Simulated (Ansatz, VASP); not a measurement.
**CoO in VASP and in Ansatz**

Contents of INCAR:

```
ALGO     = Normal         # electronic algorithm
EDIFF    = 1E-7           # SCF threshold, eV
ENCUT    = 520            # plane-wave cutoff, eV
GGA      = PS             # functional
ISIF     = 2              # what is computed and relaxed
ISMEAR   = 0              # smearing method
ISPIN    = 2              # spin polarisation
LASPH    = T              # aspherical terms in the spheres
LCHARG   = F              # write CHGCAR
LMAXMIX  = 4              # l up to which the mixer works
LORBIT   = 11             # projections on sites
LREAL    = F              # projectors in reciprocal space
LWAVE    = F              # write WAVECAR
MAGMOM   = 2.74 0.37      # initial moments
NBANDS   = 18             # bands
NELM     = 150            # most SCF steps
PREC     = Accurate       # precision mode
SIGMA    = 0.15           # smearing width, eV
```

KPOINTS

```
k-points
0
Gamma
  22 22 22
```

Contents of POSCAR:

```
CoO
1.0
    0.0000000000      2.1315000000      2.1315000000
    2.1315000000      0.0000000000      2.1315000000
    2.1315000000      2.1315000000      0.0000000000
Co O
1 1
Direct
    0.0000000000      0.0000000000      0.0000000000
    0.5000000000      0.5000000000      0.5000000000
```

Input for Ansatz:

```yaml
crystal:
  lattice:
    - [0.0, 2.1315, 2.1315]
    - [2.1315, 0.0, 2.1315]
    - [2.1315, 2.1315, 0.0]
  atoms:
    - { symbol: Co, position: [0.0, 0.0, 0.0], spin: 2.74 }
    - { symbol: O, position: [0.5, 0.5, 0.5], spin: 0.37 }
basis:
  ecutwfc: 420
kpoints:
  mp_grid: { grid: [22, 22, 22] }
hamiltonian:
  xc: pbesol
scf:
  occupations: { method: gaussian, width: 0.15 }
output:
  forces: true
  stress: true
  eigenvalues: true
  populations: true
magnetization:
  spin_polarized: true
```

Alike in both runs: task single point; functional PBEsol; k mesh 22 × 22 × 22; occupations gaussian, width 0.15 eV; collinear spin.

|  | VASP | Ansatz |
| --- | --- | --- |
| version | VASP 6.6.1 | Ansatz 0.2.0 |
| potentials or method | VASP PAW PBE potentials, release 64 (Co, O), cutoff 520 eV | scalar-relativistic, plane waves, PAW |
| valence electrons in the cell | 15 | 23 |

```csv
,VASP,Ansatz,Ansatz less VASP
gap on the k mesh at the Fermi level (eV),none,none,-
pressure (GPa),-11.3,-10.8,+0.51
net moment per atom (μB),1.46,1.48,+0.011
size of the moment on the site where the two differ most (μB),2.56,2.50,-0.064
```

VASP's potentials were made for PBE, not for PBEsol. Site moments also hang on the region over which each program counts them. A gap of «none» marks a metal or a gap that the smearing closes. VASP's potentials hold 15 valence electrons a cell and Ansatz's 23, so a difference there can come from the potentials and not from the codes.
